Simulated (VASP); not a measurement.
# InP (gw) (I-4m2) in VASP: notebook

InP (gw) is run at these levels: PBEsol; tasks: single point.

Everything below comes from runs of VASP 6.6.1. Logs are shortened: lines on timing, memory, paths and dates and some standing lists are left out, and cuts for length are marked.

## (1) The cell of the first run

Symmetry: I-4m2, No. 119, tetragonal system. Conventional cell: a = 4.290 Å, b = 4.290 Å, c = 5.661 Å, α = 90.00°, β = 90.00°, γ = 90.00°. In (site symmetry -4m2) has 4 P at 2.57 Å within 3.4 Å. Within 3.4 Å of P (site symmetry -4m2) lie 4 In at 2.57 Å.

## (2) Single point, PBEsol

Input file INCAR:

```
SYSTEM = InP
PREC     = Accurate       ! precision mode
ENCUT    = 500            ! plane-wave cutoff, eV
EDIFF    = 1E-6           ! SCF threshold, eV
ISMEAR   = 0              ! smearing method
SIGMA    = 0.01           ! smearing width, eV
LREAL    = .False.        ! projectors in reciprocal space
LASPH    = .True.         ! aspherical terms in the spheres
NELM     = 120            ! most SCF steps
ALGO     = Normal         ! electronic algorithm
ISIF     = 2              ! what is computed and relaxed
LWAVE    = .False.        ! write WAVECAR
LCHARG   = .True.         ! write CHGCAR
GGA      = PS             ! functional
LELF     = .True.         ! ELF
LVHAR    = .True.       
NBANDS   = 16             ! bands
GGA_COMPAT= .False.
```

Input file KPOINTS:

```
Automatic mesh
0
Gamma
  4 4 4
  0 0 0
```

Input file POSCAR:

```
InP
1.0
    0.0000000000      3.0332421403      2.8305620443
    3.0332421403      0.0000000000      2.8305620443
    3.0332421403      3.0332421403      0.0000000000
In P
1 1
Direct
    0.0000000000      0.0000000000      0.0000000000
    0.2500000000      0.2500000000      0.2500000000
```

Potentials or basis: VASP PAW PBE potentials, release 64 (In_d, P).

Command:

```console
> cat potpaw_PBE.64/In_d/POTCAR potpaw_PBE.64/P/POTCAR > POTCAR
> mpirun -np 1 vasp_std > vasp.out
```

OUTCAR:

```text
SYSTEM = InP
   PREC = Accurate
   ENCUT = 500
   EDIFF = 1E-6
   ISMEAR = 0
   LREAL = .False.
   LASPH = .True.
   NELM = 120
   ISIF = 2
   GGA = PS

 ion  position               nearest neighbor table
   1  0.000  0.000  0.000-   2 2.57   2 2.57   2 2.57   2 2.57
   2  0.250  0.250  0.250-   1 2.57   1 2.57   1 2.57   1 2.57

  LATTYP: Found a body centered tetragonal cell.
 ALAT       =     4.2896521728
 C/A-ratio  =     1.3197163454

  Lattice vectors:

 A1 = (   0.0000000000,  -3.0332421403,  -2.8305620443)
 A2 = (   0.0000000000,   3.0332421403,  -2.8305620443)
 A3 = (   3.0332421403,   0.0000000000,   2.8305620443)

Analysis of symmetry for initial positions (statically):
=====================================================================
 Subroutine PRICEL returns:
 Original cell was already a primitive cell.

 Routine SETGRP: Setting up the symmetry group for a
 body centered tetragonal supercell.

 Subroutine GETGRP returns: Found  8 space group operations
 (whereof  8 operations were pure point group operations)
 out of a pool of 16 trial point group operations.

The static configuration has the point symmetry D_2d.

Analysis of symmetry for dynamics (positions and initial velocities):
=====================================================================
 Subroutine PRICEL returns:
 Original cell was already a primitive cell.

 Routine SETGRP: Setting up the symmetry group for a
 body centered tetragonal supercell.

 Subroutine GETGRP returns: Found  8 space group operations
 (whereof  8 operations were pure point group operations)
 out of a pool of 16 trial point group operations.

The dynamic configuration has the point symmetry D_2d.

 Subroutine INISYM returns: Found  8 space group operations
 (whereof  8 operations are pure point group operations),
 and found     1 'primitive' translations

----------------------------------------------------------------------------------------

                                     Primitive cell

  volume of cell :      52.0855

  direct lattice vectors                    reciprocal lattice vectors
     0.000000000  3.033242140  2.830562044    -0.164840121  0.164840121  0.176643363
     3.033242140  0.000000000  2.830562044     0.164840121 -0.164840121  0.176643363
     3.033242140  3.033242140  0.000000000     0.164840121  0.164840121 -0.176643363

  length of vectors
     4.148811802  4.148811802  4.289652173     0.292484886  0.292484886  0.292484886

  position of ions in fractional coordinates (direct lattice)
     0.000000000  0.000000000  0.000000000
     0.250000000  0.250000000  0.250000000

  ion indices of the primitive-cell ions
   primitive index   ion index
                 1           1
                 2           2

----------------------------------------------------------------------------------------

 KPOINTS: Automatic mesh

Automatic generation of k-mesh.
 Grid dimensions read from file:
 generate k-points for:    4    4    4

 Generating k-lattice:

  Cartesian coordinates                     Fractional coordinates (reciprocal lattice)
    -0.041210030  0.041210030  0.044160841     0.250000000  0.000000000  0.000000000
     0.041210030 -0.041210030  0.044160841     0.000000000  0.250000000  0.000000000
     0.041210030  0.041210030 -0.044160841     0.000000000  0.000000000  0.250000000

  Length of vectors
     0.073121221  0.073121221  0.073121221

  Shift w.r.t. Gamma in fractional coordinates (k-lattice)
     0.000000000  0.000000000  0.000000000

 Subroutine IBZKPT returns following result:
 ===========================================

 Found     13 irreducible k-points:

 Following reciprocal coordinates:
            Coordinates               Weight
  0.000000  0.000000  0.000000      1.000000
  0.250000  0.000000  0.000000      8.000000
  0.500000  0.000000  0.000000      4.000000
  0.250000  0.250000  0.000000      2.000000
  0.500000  0.250000  0.000000      8.000000
 -0.250000  0.250000  0.000000      4.000000
  0.500000  0.500000  0.000000      1.000000
  0.250000  0.000000  0.250000      4.000000
  0.500000  0.000000  0.250000     16.000000
 -0.250000  0.000000  0.250000      8.000000
 -0.250000  0.500000  0.250000      4.000000
  0.500000  0.000000  0.500000      2.000000
 -0.250000  0.250000  0.500000      2.000000
   k-points           NKPTS =     13   k-points in BZ     NKDIM =     13   number of bands    NBANDS=     16
   number of dos      NEDOS =    301   number of ions     NIONS =      2
   total plane-waves  NPLWV =  28800
   dimension x,y,z NGX =    30 NGY =   30 NGZ =   32
   dimension x,y,z NGXF=    60 NGYF=   60 NGZF=   64
   ions per type =               1   1
   NGX,Y,Z   is equivalent  to a cutoff of  12.02, 12.02, 12.40 a.u.
   NGXF,Y,Z  is equivalent  to a cutoff of  24.04, 24.04, 24.80 a.u.
 SYSTEM =  InP
   PREC   = accura    normal or accurate (medium, high low for compatibility)
   ISTART =      0    job   : 0-new  1-cont  2-samecut
   ICHARG =      2    charge: 1-file 2-atom 10-const
   ISPIN  =      1    spin polarized calculation?
   LNONCOLLINEAR =      F non collinear calculations
   LSORBIT =      F    spin-orbit coupling
   LASPH  =      T    aspherical Exc in radial PAW
   ENCUT  =  500.0 eV  36.75 Ry    6.06 a.u.   7.56  7.56  7.82*2*pi/ulx,y,z
   NELM   =    120;   NELMIN=  2; NELMDL= -5     # of ELM steps
   EDIFF  = 0.1E-05   stopping-criterion for ELM
   LREAL  =      F    real-space projection
   EDIFFG = 0.1E-04   stopping-criterion for IOM
   NSW    =      0    number of steps for IOM
   IBRION =     -1    ionic relax: 0-MD 1-quasi-New 2-CG
   NFREE  =      0    steps in history (QN), initial steepest desc. (CG)
   ISIF   =      2    stress and relaxation
   ISYM   =      2    0-nonsym 1-usesym 2-fastsym
   POTIM  = 0.5000    time-step for ionic-motion
   TEBEG  =    0.0;   TEEND  =   0.0 temperature during run
   PSTRESS=    0.0 pullay stress
   NELECT =      18.0000    total number of electrons
   NUPDOWN=      -1.0000    fix difference up-down
   EMIN   =  10.00;   EMAX   =-10.00  energy-range for DOS
   EFERMI =   0.00;   METHOD = LEGACY
   ISMEAR =     0;   SIGMA  =   0.01  broadening in eV -4-tet -1-fermi 0-gaus
   EFERMI_NEDOS =   21; number of points for ismear=-14 and -15
   IALGO  =     38    algorithm
   IMIX   =      4    mixing-type and parameters
     AMIX     =   0.40;   BMIX     =  1.00
     AMIX_MAG =   1.60;   BMIX_MAG =  1.00
  volume/ion in A,a.u.               =      26.04       175.75
  Fermi-wavevector in a.u.,A,eV,Ry     =   1.148841  2.170995 17.957465  1.319836
  Thomas-Fermi vector in A             =   2.285514
   LORBIT       =      0    0 simple, 1 ext, 2 COOP (PROOUT), +10 PAW based schemes
   GGA     = PS    functional components
   LHFCALC =     F    Hartree Fock is set to
   AEXX    =    0.0000 exact exchange contribution
   IVDW    =     0    specifies the selected vdW correction
   LEPSILON=     F    determine dielectric tensor
   LRPA    =     F    only Hartree local field effects (RPA)
 non-spin polarized calculation
 Gauss-broadening in eV      SIGMA  =   0.01
  energy-cutoff  :      500.00
  volume of cell :       52.09
 maximum number of plane-waves:      1333
   NGX = 15   NGY = 15   NGZ = 15

 number of electron      18.0000002 magnetization

 Free energy of the ion-electron system (eV)
  ---------------------------------------------------
  ext. energy  EPLUGINS =         0.00000000
  ---------------------------------------------------
  free energy    TOTEN  =        -9.01352966 eV

  energy without entropy =       -9.01352966  energy(sigma->0) =       -9.01352966

 E-fermi :   5.0437     XC(G=0):  -9.3162

 val. band max:        4.9604041878   @ k =   0.0000   0.0000   0.0000
 cond. band min:       5.1623803093   @ k =   0.0000   0.0000   0.0000
 fundamental gap:      0.2019761214
 Fermi energy:         5.0437490105

 k-point     1 :       0.0000    0.0000    0.0000
  band No.  band energies     occupation
      1      -9.3758      2.00000
      2      -9.3758      2.00000
      3      -9.3480      2.00000
      4      -9.2394      2.00000
      5      -9.2284      2.00000
      6      -6.5415      2.00000
[... 8 lines left out ...]
     15      13.6020      0.00000
     16      14.5056      0.00000

 k-point     2 :       0.2500    0.0000    0.0000
  band No.  band energies     occupation
      1      -9.4203      2.00000
      2      -9.3545      2.00000
      3      -9.3370      2.00000
      4      -9.2400      2.00000
      5      -9.2219      2.00000
      6      -5.8951      2.00000
[... 8 lines left out ...]
     15      13.1152      0.00000
     16      13.9646      0.00000

 k-point     3 :       0.5000    0.0000    0.0000
  band No.  band energies     occupation
      1      -9.4692      2.00000
      2      -9.3409      2.00000
      3      -9.3241      2.00000
      4      -9.2342      2.00000
      5      -9.2071      2.00000
      6      -4.8994      2.00000
[... 8 lines left out ...]
     15      14.9966      0.00000
     16      15.5289      0.00000

 k-point     4 :       0.2500    0.2500    0.0000
  band No.  band energies     occupation
      1      -9.4475      2.00000
      2      -9.3276      2.00000
      3      -9.3276      2.00000
      4      -9.2648      2.00000
      5      -9.2082      2.00000
      6      -5.6154      2.00000
[... 8 lines left out ...]
     15      14.2730      0.00000
     16      16.5220      0.00000

 k-point     5 :       0.5000    0.2500    0.0000
  band No.  band energies     occupation
      1      -9.4898      2.00000
      2      -9.3102      2.00000
      3      -9.3059      2.00000
      4      -9.2653      2.00000
      5      -9.2007      2.00000
      6      -4.5790      2.00000
[... 8 lines left out ...]
     15      15.4469      0.00000
     16      16.6861      0.00000

 k-point     6 :      -0.2500    0.2500    0.0000
  band No.  band energies     occupation
      1      -9.4633      2.00000
      2      -9.3255      2.00000
      3      -9.3196      2.00000
      4      -9.2405      2.00000
      5      -9.2224      2.00000
      6      -5.0481      2.00000
[... 8 lines left out ...]
     15      14.2620      0.00000
     16      16.0575      0.00000

 k-point     7 :       0.5000    0.5000    0.0000
  band No.  band energies     occupation
      1      -9.5305      2.00000
      2      -9.2942      2.00000
      3      -9.2763      2.00000
      4      -9.2763      2.00000
      5      -9.1879      2.00000
      6      -4.1238      2.00000
[... 8 lines left out ...]
     15      15.3376      0.00000
     16      16.3133      0.00000

 k-point     8 :       0.2500    0.0000    0.2500
  band No.  band energies     occupation
      1      -9.4592      2.00000
      2      -9.3252      2.00000
      3      -9.3112      2.00000
      4      -9.2505      2.00000
      5      -9.2204      2.00000
      6      -5.7142      2.00000
[... 8 lines left out ...]
     15      14.6327      0.00000
     16      16.4645      0.00000

 k-point     9 :       0.5000    0.0000    0.2500
  band No.  band energies     occupation
      1      -9.4901      2.00000
      2      -9.3140      2.00000
      3      -9.2976      2.00000
      4      -9.2479      2.00000
      5      -9.2160      2.00000
      6      -4.6855      2.00000
[... 8 lines left out ...]
     15      15.2494      0.00000
     16      16.4995      0.00000

 k-point    10 :      -0.2500    0.0000    0.2500
  band No.  band energies     occupation
      1      -9.4645      2.00000
      2      -9.3303      2.00000
      3      -9.3160      2.00000
      4      -9.2457      2.00000
      5      -9.2163      2.00000
      6      -5.0056      2.00000
[... 8 lines left out ...]
     15      15.1403      0.00000
     16      16.2437      0.00000

 k-point    11 :      -0.2500    0.5000    0.2500
  band No.  band energies     occupation
      1      -9.4987      2.00000
      2      -9.3154      2.00000
      3      -9.2823      2.00000
      4      -9.2596      2.00000
      5      -9.2097      2.00000
      6      -4.1765      2.00000
[... 8 lines left out ...]
     15      16.1291      0.00000
     16      16.6647      0.00000

 k-point    12 :       0.5000    0.0000    0.5000
  band No.  band energies     occupation
      1      -9.5283      2.00000
      2      -9.2765      2.00000
      3      -9.2723      2.00000
      4      -9.2690      2.00000
      5      -9.2066      2.00000
      6      -4.3476      2.00000
[... 8 lines left out ...]
     15      15.3136      0.00000
     16      16.4527      0.00000

 k-point    13 :      -0.2500    0.2500    0.5000
  band No.  band energies     occupation
      1      -9.4966      2.00000
      2      -9.3125      2.00000
      3      -9.2826      2.00000
      4      -9.2374      2.00000
      5      -9.2322      2.00000
      6      -4.2562      2.00000
[... 8 lines left out ...]
     15      15.3241      0.00000
     16      15.9906      0.00000

------------------------ aborting loop because EDIFF is reached ----------------------------------------

  FORCE on cell =-STRESS in cart. coord.  units (eV):
  Direction    XX          YY          ZZ          XY          YZ          ZX
  --------------------------------------------------------------------------------------
  -------------------------------------------------------------------------------------
  Total       -0.7944404     -0.7944404      0.0588686      0.0000000      0.0000000      0.0000000
  in kB      -24.4374041    -24.4374041      1.8108280      0.0000000      0.0000000      0.0000000
  external PRESSURE =     -15.6879934 kB  Pullay stress =       0.0000000 kB

 VOLUME and BASIS-vectors are now :
 -----------------------------------------------------------------------------
  energy-cutoff  :      500.00
  volume of cell :       52.09
      direct lattice vectors                 reciprocal lattice vectors
     0.000000000  3.033242140  2.830562044    -0.164840121  0.164840121  0.176643363
     3.033242140  0.000000000  2.830562044     0.164840121 -0.164840121  0.176643363
     3.033242140  3.033242140  0.000000000     0.164840121  0.164840121 -0.176643363

 POSITION                                       TOTAL-FORCE (eV/Angst)
 -----------------------------------------------------------------------------------
      0.00000      0.00000      0.00000        -0.000000     -0.000000     -0.000000
      1.51662      1.51662      1.41528         0.000000      0.000000      0.000000
 -----------------------------------------------------------------------------------
    total drift:                               -0.000001     -0.000001     -0.000008

  FREE ENERGIE OF THE ION-ELECTRON SYSTEM (eV)
  ---------------------------------------------------
  free  energy   TOTEN  =        -9.0135296587 eV

  energy  without entropy=       -9.0135296587  energy(sigma->0) =       -9.01352966
```

Run time: 13 s. Hardware: 1 thread of Intel Xeon 6975P-C, shared host; peak memory 0.17 GiB.

Results:

```yaml
Free_energy: -9.0135 eV
Pressure: -1.6 GPa
Band_gap_on_the_k_mesh: 0.20 eV, direct
```

Levels at points of the mesh, in eV from the valence-band top:
| k point | band 7 | band 8 | band 9 | band 10 | band 11 | band 12 |
| --- | --- | --- | --- | --- | --- | --- |
| (0.00, 0.00, 0.00) | -0.29 | -0.29 | 0.00 | 0.20 | 3.74 | 3.86 |
| (0.50, 0.00, 0.00) | -5.83 | -1.34 | -0.92 | 1.04 | 4.29 | 4.81 |
| (0.50, 0.50, 0.00) | -5.60 | -2.68 | -2.68 | 1.25 | 1.55 | 9.05 |
| (0.50, 0.00, 0.50) | -6.01 | -2.31 | -2.28 | 1.59 | 2.17 | 8.43 |

Caveat: the k points lie up to 0.46 Å⁻¹ apart; the PAW data sets were made with another functional, which shifts forces and pressure a little; spin-orbit coupling is left out, which moves the levels of the heavy elements.

## (3) Single point, PBEsol

Input file INCAR:

```
ALGO = Normal ; EDIFF = 1E-6
ENCUT = 500 ; GGA = PS
GGA_COMPAT = F ; ISIF = 2
ISMEAR = 0 ; LASPH = T
LCHARG = F ; LREAL = F
LWAVE = F ; NBANDS = 16
NELM = 120 ; PREC = Accurate
SIGMA = 0.01
```

Input file KPOINTS:

```
k-points
0
Gamma
  4 4 4
```

POSCAR is that of step 2.

Potentials or basis: VASP PAW PBE potentials, release 64 (In_d, P).

Command:

```console
> cat potpaw_PBE.64/In_d/POTCAR potpaw_PBE.64/P/POTCAR > POTCAR
> mpirun -np 1 vasp_std > vasp.out
```

Wall time 12 s (1 thread of Intel Xeon 6975P-C, shared host); peak memory 0.17 GiB.

Results (log left out):

```yaml
Free_energy: -9.0135 eV
Pressure: -1.6 GPa
Band_gap_on_the_k_mesh: 0.20 eV, direct
```

Stress tensor (GPa, compression positive):
```
-2.44  0.00  0.00
 0.00 -2.44  0.00
 0.00  0.00  0.18
```

Levels at points of the mesh, in eV from the valence-band top:
| k point | band 6 | band 7 | band 8 | band 9 | band 10 | band 11 | band 12 | band 13 |
| --- | --- | --- | --- | --- | --- | --- | --- | --- |
| (0.00, 0.00, 0.00) | -11.50 | -0.29 | -0.29 | 0.00 | 0.20 | 3.74 | 3.86 | 3.86 |
| (0.50, 0.00, 0.00) | -9.86 | -5.83 | -1.34 | -0.92 | 1.04 | 4.29 | 4.81 | 6.71 |
| (0.50, 0.50, 0.00) | -9.08 | -5.60 | -2.68 | -2.68 | 1.25 | 1.55 | 9.05 | 9.05 |
| (0.50, 0.00, 0.50) | -9.31 | -6.01 | -2.31 | -2.28 | 1.59 | 2.17 | 8.43 | 8.73 |

Caveat: the k points lie up to 0.46 Å⁻¹ apart; the PAW data sets were made with another functional, which shifts forces and pressure a little; spin-orbit coupling is left out, which moves the levels of the heavy elements.
